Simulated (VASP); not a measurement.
Here is a VASP 6.6.1 calculation.

Contents of INCAR:

```
ALGO     = Normal         # electronic algorithm
EDIFF    = 1E-6           # SCF threshold, eV
ENCUT    = 520            # plane-wave cutoff, eV
GGA      = PE             # functional
ISIF     = 2              # what is computed and relaxed
ISMEAR   = 0              # smearing method
LASPH    = T              # aspherical terms in the spheres
LCHARG   = F              # write CHGCAR
LREAL    = F              # projectors in reciprocal space
LWAVE    = F              # write WAVECAR
NBANDS   = 30             # bands
NELM     = 100            # most SCF steps
PREC     = Accurate       # precision mode
SIGMA    = 0.0706         # smearing width, eV
```

The input KPOINTS:

```
k-points
0
Gamma
  5 5 3
```

File POSCAR:

```
SnTe2H4N2
1.0
    0.0000000000      3.7076820000      0.0000000000
    6.1018600000     -1.8538410000      0.0000000000
    1.5580180000      0.0000000000     -5.5380240000
Sn Te N H
1 2 2 4
Direct
    0.0000000000      0.0000000000      0.0000000000
    0.8812000000      0.7624000000      0.7537000000
    0.1188000000      0.2376000000      0.2463000000
    0.6067000000      0.2134000000      0.7706000000
    0.3933000000      0.7866000000      0.2294000000
    0.6100000000      0.2200000000      0.5660000000
    0.3900000000      0.7800000000      0.4340000000
    0.7010000000      0.4020000000      0.7762000000
    0.2990000000      0.5980000000      0.2238000000
```

Potentials or basis: VASP PAW PBE potentials, release 64 (Sn_d, Te, N, H).

Launch:

```bash
$ cat potpaw_PBE.64/Sn_d/POTCAR potpaw_PBE.64/Te/POTCAR potpaw_PBE.64/N/POTCAR potpaw_PBE.64/H/POTCAR > POTCAR
$ mpirun -np 1 vasp_std > vasp.out
```

Problem. What does it give for the largest force?

Solution. 8.271 eV/Å.

Problem. Estimate the band gap on the k mesh.

Solution. Zero (band 20 reaches 5.83 eV, above the bottom of band 21 at 4.69 eV).

Problem. Estimate the pressure.

Solution. 13.0 GPa.

Forces on the atoms (eV/Å):
```
Sn   0.000  0.000  0.000
Te  -6.339  0.000  5.312
Te   6.339  0.000 -5.312
N    1.564  0.000  2.267
N   -1.564  0.000 -2.267
H    0.825  0.000 -3.328
H   -0.825  0.000  3.328
H   -3.396  0.000  0.072
H    3.396  0.000 -0.072
```

Caveat: the k points lie up to 0.38 Å⁻¹ apart; spin-orbit coupling is left out, which moves the levels of the heavy elements; forces of over 1 eV/Å act on the atoms, so gaps and moduli don't describe the material at rest.
